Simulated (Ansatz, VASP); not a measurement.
BH3 in VASP and in Ansatz

INCAR

```
PREC = Accurate
ENCUT = 520
EDIFF = 1E-6
ISMEAR = 0
SIGMA = 0.005
LREAL = F
LASPH = T
NELM = 60
ALGO = Normal
ISIF = 2
LWAVE = F
LCHARG = F
GGA = PE
IBRION = 2
NSW = 100
EDIFFG = -0.01
ISYM = 0
```

File KPOINTS:

```
Automatic mesh
0
Gamma
  1 1 1
```

File POSCAR:

```
BH3
1.0
   15.0000000000      0.0000000000      0.0000000000
    0.0000000000     15.5000000000      0.0000000000
    0.0000000000      0.0000000000     16.0000000000
B H
1 3
Direct
    0.5014835211      0.4989027168      0.4910818517
    0.5760151842      0.5008087349      0.5017802262
    0.4625801021      0.5641881712      0.5050559484
    0.4599211926      0.4361003771      0.5020819737
```

Input for Ansatz:

```yaml
crystal:
  lattice:
    - [15.0, 0.0, 0.0]
    - [0.0, 15.5, 0.0]
    - [0.0, 0.0, 16.0]
  atoms:
    - { symbol: B, position: [0.5014835211, 0.4989027168, 0.4910818517] }
    - { symbol: H, position: [0.5760151842, 0.5008087349, 0.5017802262] }
    - { symbol: H, position: [0.4625801021, 0.5641881712, 0.5050559484] }
    - { symbol: H, position: [0.4599211926, 0.4361003771, 0.5020819737] }
  symmetry: { detect: false }
basis:
  ecutwfc: 420
kpoints:
  mp_grid: { grid: [1, 1, 1] }
hamiltonian:
  xc: pbe
scf:
  occupations: { method: gaussian, width: 0.005 }
output:
  forces: true
  eigenvalues: true
relax:
  adjacent_minimum: "off"
  f_tol: 0.01
  max_steps: 80
```

Alike in both runs: task relaxation of the atoms; functional PBE; k mesh 1 × 1 × 1; occupations gaussian, width 0.005 eV; no spin polarisation.

|  | VASP | Ansatz |
| --- | --- | --- |
| version | VASP 6.6.1 | Ansatz 0.2.0 |
| potentials or method | VASP PAW PBE potentials, release 64 (B, H), cutoff 520 eV | scalar-relativistic, plane waves, PAW |
| valence electrons in the cell | 6 | 6 |

VASP gave:

```
gap on the k mesh at the Fermi level, each at its own relaxed structure (eV) : 5.41
```

Q: Which values does Ansatz return?

A: gap on the k mesh at the Fermi level, each at its own relaxed structure (eV): 5.40.
